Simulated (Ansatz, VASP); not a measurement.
**Two plane-wave programs on Ga2O3**

```xyz
5
Lattice="-2.1687 2.1687 3.5164 2.1687 -2.1687 3.5164 2.1687 2.1687 -3.5164" Properties=species:S:1:pos:R:3 pbc="T T T"
Ga    0.0000    2.1687    0.0000
Ga    2.1687    0.0000    0.0000
O     0.0000    0.0000    0.0000
O     0.0000    2.1687    1.7582
O     2.1687    0.0000    1.7582
```

Alike in both runs: functional PBE; k mesh 12 × 12 × 12; occupations gaussian, width 0.1 eV; no spin polarisation.

Ansatz relaxed the structure, and its values are those at the end. VASP's run is a single point on that final structure, the one shown.

|  | VASP | Ansatz |
| --- | --- | --- |
| version | VASP 6.6.1 | Ansatz 0.2.0 |
| potentials or method | VASP PAW PBE potentials, release 64 (Ga_d, O), cutoff 520 eV | scalar-relativistic, plane waves, PAW |
| valence electrons in the cell | 44 | 44 |

```tsv
	VASP	Ansatz	Ansatz less VASP
gap on the k mesh at the Fermi level (eV)	none	none	-
pressure (GPa)	0.1	0.0	-0.06
```

A gap of «none» marks a metal or a gap that the smearing closes.
